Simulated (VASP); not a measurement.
Set up this calculation in VASP 6.6.1, as the native input.

| Quantity | Value |
| --- | --- |
| Task | single point |
| Functional | PBE |
| Potentials or basis | VASP PAW PBE potentials, release 64 (Cd, S) |
| Cutoff | 520 eV |
| k mesh | 6 × 6 × 6 |
| Occupations | gaussian, width 0.01 eV |
| Spin | no spin polarisation |
| Dipole correction | no |
| Further INCAR settings | ALGO = Normal; EDIFF = 1e-06; NBANDS = 16 |

The structure of CdS (Hawleyite) lies in POSCAR:

```
CdS
1.0
    0.0000000000      2.9830228036      2.9830228036
    2.9830228036      0.0000000000      2.9830228036
    2.9830228036      2.9830228036      0.0000000000
Cd S
1 1
Direct
    0.0000000000      0.0000000000      0.0000000000
    0.2500000000      0.2500000000      0.2500000000
```

These files were run (other wordings do the same):

INCAR

```
  PREC = Accurate
  ENCUT = 520
  EDIFF = 1E-6
  ISMEAR = 0
  SIGMA = 0.01
  LREAL = F
  LASPH = T
  NELM = 80
  ALGO = Normal
  ISIF = 2
  LWAVE = F
  LCHARG = F
  GGA = PE
  NBANDS = 16
```

KPOINTS

```
Automatic mesh
0
Gamma
  6 6 6
```

Potentials or basis: VASP PAW PBE potentials, release 64 (Cd, S).

Run with:

```sh
$ cat potpaw_PBE.64/Cd/POTCAR potpaw_PBE.64/S/POTCAR > POTCAR
$ mpirun -np 1 vasp_std > vasp.out
```

Results of the run:

| Property | Result |
| --- | --- |
| Pressure | -0.8 GPa |
| Band gap on the k mesh | 1.00 eV, direct |

It took 32 s on 1 thread of AMD EPYC 7R13 (shared host), peak memory 0.15 GiB.
